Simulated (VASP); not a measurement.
# Al2O3 (P-6m2) in VASP: further runs

The runs below take Al2O3 through single point, with r2SCAN.

Everything below comes from runs of VASP 6.6.1. Logs are shortened: lines on timing, memory, paths and dates and some standing lists are left out, and cuts for length are marked.

### 1 The cell of the first run

Symmetry: P-6m2, No. 187, hexagonal system. Conventional cell: a = 3.000 Å, b = 3.000 Å, c = 9.710 Å, α = 90.00°, β = 90.00°, γ = 120.00°. Al (site symmetry 3m) has 6 O at 1.87 to 2.26 Å within 2.5 Å. Within 2.5 Å of O (site symmetry 3m) lie 3 Al at 1.87 Å. Within 3.0 Å of O (site symmetry -6m2) lie 6 Al at 2.26 Å and 12 O at 2.77 to 3.00 Å.

### 2 Single point, r2SCAN (strain +0.040 along x and y, +0.040 along z)

Contents of POSCAR:

```
Al2O3
1.0
    2.9996979462      0.0000000000      0.0000000000
   -1.4998489731      2.5978146251      0.0000000000
    0.0000000000      0.0000000000      9.7102246384
Al O
2 3
Direct
    0.0000000000      0.0000000000      0.1499923300
    0.0000000000      0.0000000000      0.8500076700
    0.3333333333      0.6666666667      0.2223169200
    0.6666666667      0.3333333333      0.0000000000
    0.3333333333      0.6666666667      0.7776830800
```

Contents of INCAR.step1:

```
PREC = Accurate
ENCUT = 520
ISMEAR = 0
SIGMA = 0.05
LREAL = F
LASPH = T
NELM = 100
NBANDS = 20
GGA = PE
ALGO = Normal
EDIFF = 1E-4
LWAVE = T
LCHARG = F
```

Contents of INCAR.step2:

```
PREC = Accurate
ENCUT = 520
EDIFF = 1E-6
ISMEAR = 0
SIGMA = 0.05
LREAL = F
LASPH = T
NELM = 100
ALGO = Normal
ISIF = 2
LWAVE = F
LCHARG = F
METAGGA = R2SCAN
LMIXTAU = T
NBANDS = 20
ISTART = 1
```

Contents of KPOINTS:

```
Automatic mesh
0
Gamma
  12 12 4
```

Potentials or basis: VASP PAW PBE potentials, release 64 (Al, O).

On the command line:

```console
> cat potpaw_PBE.64/Al/POTCAR potpaw_PBE.64/O/POTCAR > POTCAR
> cp INCAR.step1 INCAR
> mpirun -np 1 vasp_std > vasp.out
> cp INCAR.step2 INCAR
> mpirun -np 1 vasp_std > vasp.out
```

OUTCAR:

```text
PREC = Accurate
   ENCUT = 520
   EDIFF = 1E-6
   ISMEAR = 0
   LREAL = F
   LASPH = T
   NELM = 100
   ISIF = 2
   METAGGA = R2SCAN
   ISTART = 1

 ion  position               nearest neighbor table
   1  0.000  0.000  0.150-   3 1.87   3 1.87   3 1.87   4 2.26   4 2.26   4 2.26   2 2.91
   2  0.000  0.000  0.850-   5 1.87   5 1.87   5 1.87   4 2.26   4 2.26   4 2.26   1 2.91
   3  0.333  0.667  0.222-   1 1.87   1 1.87   1 1.87
   4  0.667  0.333  0.000-   1 2.26   2 2.26   1 2.26   2 2.26   1 2.26   2 2.26
   5  0.333  0.667  0.778-   2 1.87   2 1.87   2 1.87

  LATTYP: Found a hexagonal cell.
 ALAT       =     2.9996979462
 C/A-ratio  =     3.2370674690

  Lattice vectors:

 A1 = (   2.9996979462,   0.0000000000,   0.0000000000)
 A2 = (  -1.4998489731,   2.5978146251,   0.0000000000)
 A3 = (   0.0000000000,   0.0000000000,   9.7102246384)

Analysis of symmetry for initial positions (statically):
=====================================================================
 Subroutine PRICEL returns:
 Original cell was already a primitive cell.

 Routine SETGRP: Setting up the symmetry group for a
 hexagonal supercell.

 Subroutine GETGRP returns: Found 12 space group operations
 (whereof 12 operations were pure point group operations)
 out of a pool of 24 trial point group operations.

The static configuration has the point symmetry D_3h.

Analysis of symmetry for dynamics (positions and initial velocities):
=====================================================================
 Subroutine PRICEL returns:
 Original cell was already a primitive cell.

 Routine SETGRP: Setting up the symmetry group for a
 hexagonal supercell.

 Subroutine GETGRP returns: Found 12 space group operations
 (whereof 12 operations were pure point group operations)
 out of a pool of 24 trial point group operations.

The dynamic configuration has the point symmetry D_3h.

 Subroutine INISYM returns: Found 12 space group operations
 (whereof 12 operations are pure point group operations),
 and found     1 'primitive' translations

----------------------------------------------------------------------------------------

                                     Primitive cell

  volume of cell :      75.6685

[... 87 lines left out ...]
   ICHARG =      0    charge: 1-file 2-atom 10-const
   ISPIN  =      1    spin polarized calculation?
   LNONCOLLINEAR =      F non collinear calculations
   LSORBIT =      F    spin-orbit coupling
   LASPH  =      T    aspherical Exc in radial PAW
   ENCUT  =  520.0 eV  38.22 Ry    6.18 a.u.   5.58  5.58 18.05*2*pi/ulx,y,z
   NELM   =    100;   NELMIN=  2; NELMDL=  0     # of ELM steps
   EDIFF  = 0.1E-05   stopping-criterion for ELM
   LREAL  =      F    real-space projection
   EDIFFG = 0.1E-04   stopping-criterion for IOM
   NSW    =      0    number of steps for IOM
   IBRION =     -1    ionic relax: 0-MD 1-quasi-New 2-CG
   NFREE  =      0    steps in history (QN), initial steepest desc. (CG)
   ISIF   =      2    stress and relaxation
   ISYM   =      2    0-nonsym 1-usesym 2-fastsym
   POTIM  = 0.5000    time-step for ionic-motion
   TEBEG  =    0.0;   TEEND  =   0.0 temperature during run
   PSTRESS=    0.0 pullay stress
   NELECT =      24.0000    total number of electrons
   NUPDOWN=      -1.0000    fix difference up-down
   EMIN   =  10.00;   EMAX   =-10.00  energy-range for DOS
   EFERMI =   0.00;   METHOD = LEGACY
   ISMEAR =     0;   SIGMA  =   0.05  broadening in eV -4-tet -1-fermi 0-gaus
   EFERMI_NEDOS =   21; number of points for ismear=-14 and -15
   IALGO  =     38    algorithm
   IMIX   =      4    mixing-type and parameters
     AMIX     =   0.40;   BMIX     =  1.00
     AMIX_MAG =   1.60;   BMIX_MAG =  1.00
  volume/ion in A,a.u.               =      15.13       102.13
  Fermi-wavevector in a.u.,A,eV,Ry     =   1.116453  2.109789 16.959203  1.246466
  Thomas-Fermi vector in A             =   2.253067
   LORBIT       =      0    0 simple, 1 ext, 2 COOP (PROOUT), +10 PAW based schemes
   METAGGA = R2SCAN    functional components
   LHFCALC =     F    Hartree Fock is set to
   AEXX    =    0.0000 exact exchange contribution
   IVDW    =     0    specifies the selected vdW correction
   LEPSILON=     F    determine dielectric tensor
   LRPA    =     F    only Hartree local field effects (RPA)
 non-spin polarized calculation
 Gauss-broadening in eV      SIGMA  =   0.05
  energy-cutoff  :      520.00
  volume of cell :       75.67
 maximum number of plane-waves:      2077
 NGX is ok and might be reduce to    24
   NGX = 11   NGY = 11   NGZ = 37

 number of electron      24.0000003 magnetization

 Free energy of the ion-electron system (eV)
  ---------------------------------------------------
  ext. energy  EPLUGINS =         0.00000000
  ---------------------------------------------------
  free energy    TOTEN  =       -46.18062782 eV

  energy without entropy =      -46.18062782  energy(sigma->0) =      -46.18062782

 E-fermi :   0.0419     XC(G=0):  -8.2851

 val. band max:       -0.2457866752   @ k =   0.1667   0.0000   0.0000
 cond. band min:       4.3202999643   @ k =   0.0000   0.0000   0.0000
 fundamental gap:      4.5660866395
 Fermi energy:         0.0418795929

 k-point     1 :       0.0000    0.0000    0.0000
  band No.  band energies     occupation
      1     -19.1578      2.00000
      2     -18.4227      2.00000
      3     -17.4122      2.00000
      4      -4.8071      2.00000
      5      -2.2409      2.00000
      6      -1.6492      2.00000
[... 541 lines left out ...]
     19      12.7589      0.00000
     20      13.7059      0.00000

 [... further k-points ...]
[... 5 lines left out ...]
  --------------------------------------------------------------------------------------
  -------------------------------------------------------------------------------------
  Total       -9.6122103     -9.6122103     -5.6215457      0.0000000      0.0000000      0.0000000
  in kB     -203.5255260   -203.5255260   -119.0286125      0.0000000      0.0000000      0.0000000
  external PRESSURE =    -175.3598882 kB  Pullay stress =       0.0000000 kB

 VOLUME and BASIS-vectors are now :
 -----------------------------------------------------------------------------
  energy-cutoff  :      520.00
  volume of cell :       75.67
      direct lattice vectors                 reciprocal lattice vectors
     2.999697946  0.000000000  0.000000000     0.333366898  0.192469468  0.000000000
    -1.499848973  2.597814625  0.000000000     0.000000000  0.384938937  0.000000000
     0.000000000  0.000000000  9.710224638     0.000000000  0.000000000  0.102984229

 POSITION                                       TOTAL-FORCE (eV/Angst)
 -----------------------------------------------------------------------------------
      0.00000      0.00000      1.45646         0.000000     -0.000000      0.469604
      0.00000      0.00000      8.25377         0.000000      0.000000     -0.469604
     -0.00000      1.73188      2.15875        -0.000000      0.000000     -1.599189
      1.49985      0.86594      0.00000        -0.000000      0.000000      0.000000
     -0.00000      1.73188      7.55148        -0.000000      0.000000      1.599189
 -----------------------------------------------------------------------------------
    total drift:                               -0.000005      0.000003      0.000000

  FREE ENERGIE OF THE ION-ELECTRON SYSTEM (eV)
  ---------------------------------------------------
  free  energy   TOTEN  =       -46.1806278241 eV

  energy  without entropy=      -46.1806278241  energy(sigma->0) =      -46.18062782
```

Run time: 3.7 min. Hardware: 1 thread of AMD EPYC 9R45 (Zen 5), shared host; peak memory 0.2 GiB.

What came out:

```yaml
Free_energy: -46.1806 eV
Pressure: -17.5 GPa
Largest_force: 1.599 eV/Å
Band_gap_on_the_k_mesh: 4.57 eV, indirect (least direct gap 4.73 eV)
```

Forces on the atoms (eV/Å):
```
Al   0.000  0.000  0.470
Al   0.000  0.000 -0.470
O    0.000  0.000 -1.599
O    0.000  0.000  0.000
O    0.000  0.000  1.599
```

Levels at points of the mesh, in eV from the valence-band top:
```
           k point  band 9  band 10  band 11  band 12  band 13  band 14  band 15  band 16
(0.00, 0.00, 0.00)   -1.25    -0.46    -0.46    -0.17     4.57     7.48     7.68     9.56
(0.50, 0.00, 0.00)   -1.92    -0.88    -0.73    -0.54     7.84     8.71     9.21    11.17
(0.00, 0.00, 0.50)   -1.25    -0.46    -0.46    -0.19     4.64     7.07     8.01     9.67
(0.50, 0.00, 0.50)   -1.92    -0.88    -0.73    -0.53     7.84     8.68     9.25    11.00
```

Caveat: the cell differs from its parent crystal (strain +0.040 along x and y, +0.040 along z); the PAW data sets were made with another functional, which shifts forces and pressure a little.

### 3 Single point, r2SCAN (strain +0.080 along x and y, +0.000 along z)

Changes to POSCAR since step 2:

```diff
@@ -2,5 +2,5 @@
 1.0
-    2.9996979462      0.0000000000      0.0000000000
-   -1.4998489731      2.5978146251      0.0000000000
-    0.0000000000      0.0000000000      9.7102246384
+    3.1150709442      0.0000000000      0.0000000000
+   -1.5575354721      2.6977305722      0.0000000000
+    0.0000000000      0.0000000000      9.3367544600
 Al O
```

Contents of INCAR.step1:

```
PREC = Accurate ; ENCUT = 520
ISMEAR = 0 ; SIGMA = 0.05
LREAL = F ; LASPH = T
NELM = 80 ; NBANDS = 20
GGA = PE ; ALGO = Normal
EDIFF = 1E-4 ; LWAVE = T
LCHARG = F
```

Contents of INCAR.step2:

```
PREC = Accurate ; ENCUT = 520
EDIFF = 1E-6 ; ISMEAR = 0
SIGMA = 0.05 ; LREAL = F
LASPH = T ; NELM = 80
ALGO = Normal ; ISIF = 2
LWAVE = F ; LCHARG = T
METAGGA = R2SCAN ; LMIXTAU = T
LELF = T ; LVHAR = T
NBANDS = 20 ; ISTART = 1
```

Contents of KPOINTS:

```
regular mesh
0
Gamma
  12 12 4
```

Potentials or basis: VASP PAW PBE potentials, release 64 (Al, O).

On the command line:

```console
> cat potpaw_PBE.64/Al/POTCAR potpaw_PBE.64/O/POTCAR > POTCAR
> cp INCAR.step1 INCAR
> mpirun -np 1 vasp_std > vasp.out
> cp INCAR.step2 INCAR
> mpirun -np 1 vasp_std > vasp.out
```

Wall time 4.8 min (1 thread of AMD EPYC 9R45 (Zen 5), shared host); peak memory 0.21 GiB.

Results (log left out):

| Quantity | Value |
| --- | --- |
| Free energy | -45.4194 eV |
| Pressure | -22.4 GPa |
| Largest force | 1.574 eV/Å |
| Band gap on the k mesh | 3.56 eV, indirect (least direct gap 3.71 eV) |

Forces on the atoms (eV/Å):
```
Al   0.000  0.000  1.284
Al   0.000  0.000 -1.284
O    0.000  0.000 -1.574
O    0.000  0.000  0.000
O    0.000  0.000  1.574
```

Stress tensor (GPa, compression positive):
```
-30.48   0.00   0.00
  0.00 -30.48   0.00
  0.00   0.00  -6.18
```

Levels at points of the mesh, in eV from the valence-band top:
```csv
k point,band 8,band 9,band 10,band 11,band 12,band 13,band 14,band 15,band 16,band 17
"(0.00, 0.00, 0.00)",-1.39,-1.39,-0.93,-0.93,-0.15,3.56,6.66,6.79,9.18,12.69
"(0.50, 0.00, 0.00)",-2.00,-1.93,-1.11,-0.68,-0.51,6.69,8.23,8.71,11.03,11.45
"(0.00, 0.00, 0.50)",-1.39,-1.39,-0.93,-0.93,-0.20,3.64,6.29,7.07,9.30,13.02
"(0.50, 0.00, 0.50)",-2.00,-1.94,-1.11,-0.69,-0.49,6.69,8.19,8.80,10.64,11.94
```

Caveat: the cell differs from its parent crystal (strain +0.080 along x and y, +0.000 along z); the PAW data sets were made with another functional, which shifts forces and pressure a little. A k mesh can miss the band edges.

### 4 Single point, r2SCAN (strain +0.040 along x and y, +0.080 along z)

Changes to POSCAR since step 3:

```diff
@@ -2,5 +2,5 @@
 1.0
-    3.1150709442      0.0000000000      0.0000000000
-   -1.5575354721      2.6977305722      0.0000000000
-    0.0000000000      0.0000000000      9.3367544600
+    2.9996979462      0.0000000000      0.0000000000
+   -1.4998489731      2.5978146251      0.0000000000
+    0.0000000000      0.0000000000     10.0836948168
 Al O
```

Contents of INCAR.step1:

```
  PREC = Accurate
  ENCUT = 520
  ISMEAR = 0
  SIGMA = 0.05
  LREAL = False
  LASPH = True
  NELM = 100
  NBANDS = 20
  GGA = PE
  ALGO = Normal
  EDIFF = 1E-4
  LWAVE = True
  LCHARG = False
```

Contents of INCAR.step2:

```
  PREC = Accurate
  ENCUT = 520
  EDIFF = 1E-6
  ISMEAR = 0
  SIGMA = 0.05
  LREAL = False
  LASPH = True
  NELM = 100
  ALGO = Normal
  ISIF = 2
  LWAVE = False
  LCHARG = False
  METAGGA = R2SCAN
  LMIXTAU = True
  NBANDS = 20
  ISTART = 1
```

KPOINTS is that of step 3.

On the command line:

```console
> cat potpaw_PBE.64/Al/POTCAR potpaw_PBE.64/O/POTCAR > POTCAR
> cp INCAR.step1 INCAR
> mpirun -np 1 vasp_std > vasp.out
> cp INCAR.step2 INCAR
> mpirun -np 1 vasp_std > vasp.out
```

Run time: 4.3 min. Hardware: 1 thread of AMD EPYC 9R45 (Zen 5), shared host; peak memory 0.22 GiB.

The run converged. Its results:

```yaml
Free_energy: -45.9141 eV
Pressure: -19.1 GPa
Largest_force: 2.035 eV/Å
Band_gap_on_the_k_mesh: 4.55 eV, indirect (least direct gap 4.63 eV)
```

Forces on the atoms (eV/Å):
```
Al   0.000  0.000  0.189
Al   0.000  0.000 -0.189
O    0.000  0.000 -2.035
O    0.000  0.000  0.000
O    0.000  0.000  2.035
```

Stress tensor (GPa, compression positive):
```
-19.92   0.00   0.00
  0.00 -19.92   0.00
  0.00   0.00 -17.59
```

Levels at points of the mesh, in eV from the valence-band top:
| k point | band 9 | band 10 | band 11 | band 12 | band 13 | band 14 | band 15 | band 16 |
| --- | --- | --- | --- | --- | --- | --- | --- | --- |
| (0.00, 0.00, 0.00) | -1.17 | -0.15 | -0.08 | -0.08 | 4.55 | 7.31 | 7.84 | 9.54 |
| (0.50, 0.00, 0.00) | -1.84 | -0.69 | -0.59 | -0.54 | 7.91 | 8.36 | 9.08 | 10.84 |
| (0.00, 0.00, 0.50) | -1.17 | -0.17 | -0.08 | -0.08 | 4.61 | 7.00 | 8.12 | 9.55 |
| (0.50, 0.00, 0.50) | -1.84 | -0.70 | -0.59 | -0.53 | 7.92 | 8.35 | 9.11 | 10.74 |

Caveat: the cell differs from its parent crystal (strain +0.040 along x and y, +0.080 along z); the PAW data sets were made with another functional, which shifts forces and pressure a little. A k mesh can miss the band edges.

(Part 1 of 2 ends here.)
